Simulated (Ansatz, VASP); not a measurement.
**One calculation of CdF2, two programs**

```xyz
3
Lattice="0.0000 2.6401 2.6940 2.6401 0.0000 2.6940 2.6401 2.6401 0.0000" Properties=species:S:1:pos:R:3 pbc="T T T"
Cd    0.0000    0.0000    0.0000
F     3.9602    3.9602    4.0410
F     1.3201    1.3201    1.3470
```

Alike in both runs: task single point; functional PBEsol; k mesh 7 × 7 × 7; occupations fermi-dirac, width 0.05 eV; no spin polarisation.

|  | VASP | Ansatz |
| --- | --- | --- |
| version | VASP 6.6.1 | Ansatz 0.2.0 |
| potentials or method | VASP PAW PBE potentials, release 64 (Cd_sv_GW, F) | Ansatz PAW |
| plane-wave cutoff (eV) | 600 | 420 |
| valence electrons in the cell | 34 | 34 |

```csv
,VASP,Ansatz,Ansatz less VASP
gap on the k mesh at the Fermi level (eV),3.10,3.12,+0.015
least direct gap on the mesh (eV),3.45,3.47,+0.012
pressure (GPa),3.8,4.5,+0.70
"traceless stress, the component that is largest in VASP (GPa)",-1.53,-1.53,+0.003
```

VASP's potentials were made for PBE, not for PBEsol.

Noted on Ansatz's run: odd divisions of the mesh miss points on the zone boundary, where band edges often lie, so the gap on the mesh can be too wide.
